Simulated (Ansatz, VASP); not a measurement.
# BN in VASP and in Ansatz

File INCAR:

```
SYSTEM = BN
  PREC = Accurate
  ENCUT = 520
  EDIFF = 1E-6
  ISMEAR = -1
  SIGMA = 0.05
  LREAL = .FALSE.
  LASPH = .TRUE.
  NELM = 60
  ALGO = Normal
  ISIF = 2
  LWAVE = .FALSE.
  LCHARG = .TRUE.
  GGA = PS
  LELF = .TRUE.
  LVHAR = .TRUE.
  NBANDS = 11
```

The input KPOINTS:

```
Automatic mesh
0
G
  13 13 13
  0 0 0
```

The input POSCAR:

```
BN
1.0
    0.0000000000      3.4239628326      2.1218728889
    1.2260814184      0.0000000000      2.1218728889
    1.2260814184      3.4239628326      0.0000000000
N B
1 1
Direct
    0.6666513400      0.6666513400      0.3333486600
    0.0000486500      0.0000486500      0.9999513500
```

Contents of input.yaml:

```yaml
crystal:
  lattice:
    - [0.0, 3.4239628326, 2.1218728889]
    - [1.2260814184, 0.0, 2.1218728889]
    - [1.2260814184, 3.4239628326, 0.0]
  atoms:
    - { symbol: "N", position: [0.66665134, 0.66665134, 0.33334866] }
    - { symbol: B, position: [4.865e-05, 4.865e-05, 0.99995135] }
hamiltonian:
  xc: pbesol
  pseudopotentials: { kind: paw }
kpoints:
  mp_grid: { grid: [13, 13, 13] }
scf:
  occupations: { method: fermi_dirac, width: 0.05 }
output:
  forces: true
  stress: true
  eigenvalues: true
```

Alike in both runs: task single point; functional PBEsol; k mesh 13 × 13 × 13; occupations fermi-dirac, width 0.05 eV; no spin polarisation.

|  | VASP | Ansatz |
| --- | --- | --- |
| version | VASP 6.6.1 | Ansatz 0.2.0 |
| potentials or method | VASP PAW PBE potentials, release 64 (N, B) | Ansatz PAW |
| plane-wave cutoff (eV) | 520 | 420 |
| valence electrons in the cell | 8 | 8 |

```csv
,VASP,Ansatz,Ansatz less VASP
gap on the k mesh at the Fermi level (eV),3.82,3.83,+0.011
least direct gap on the mesh (eV),4.73,4.74,+0.008
pressure (GPa),16.9,16.6,-0.33
"traceless stress, the component that is largest in VASP (GPa)",-16.54,-16.07,+0.478
rms of the force components (eV/Å),0.008,0.008,0.0000
```

VASP's potentials were made for PBE, not for PBEsol. Atom by atom the forces differ by 0.000 eV/Å (rms over components). The functional is the same, so the differences come from potentials, cutoffs and numerics.

Noted on Ansatz's run: odd divisions of the mesh miss points on the zone boundary, where band edges often lie, so the gap on the mesh can be too wide.
